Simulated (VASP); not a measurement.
Input of a VASP 6.6.1 run:

Contents of INCAR:

```
SYSTEM = BeS
  PREC = Accurate
  ENCUT = 520
  EDIFF = 1E-7
  ISMEAR = 0
  SIGMA = 0.01
  LREAL = .False.
  LASPH = .True.
  NELM = 100
  ALGO = Normal
  ISIF = 2
  LWAVE = .False.
  LCHARG = .False.
  NBANDS = 11
```

Contents of KPOINTS:

```
regular mesh
0
Gamma
  8 8 8
  0 0 0
```

POSCAR

```
BeS
1.0
    0.0000000000      2.4087243418      2.4087243418
    2.4087243418      0.0000000000      2.4087243418
    2.4087243418      2.4087243418      0.0000000000
Be S
1 1
Direct
    0.0000000000      0.0000000000      0.0000000000
    0.2500000000      0.2500000000      0.2500000000
```

Potentials or basis: VASP PAW LDA potentials, release 64 (Be, S).

Command:

```console
$ cat potpaw_LDA.64/Be/POTCAR potpaw_LDA.64/S/POTCAR > POTCAR
$ mpirun -np 1 vasp_std > vasp.out
```

(1) Predict the band gap on the k mesh.

(2) Estimate the pressure.

## Answers

(1) 2.86 eV, indirect (least direct gap 5.53 eV).

(2) -1.3 GPa.
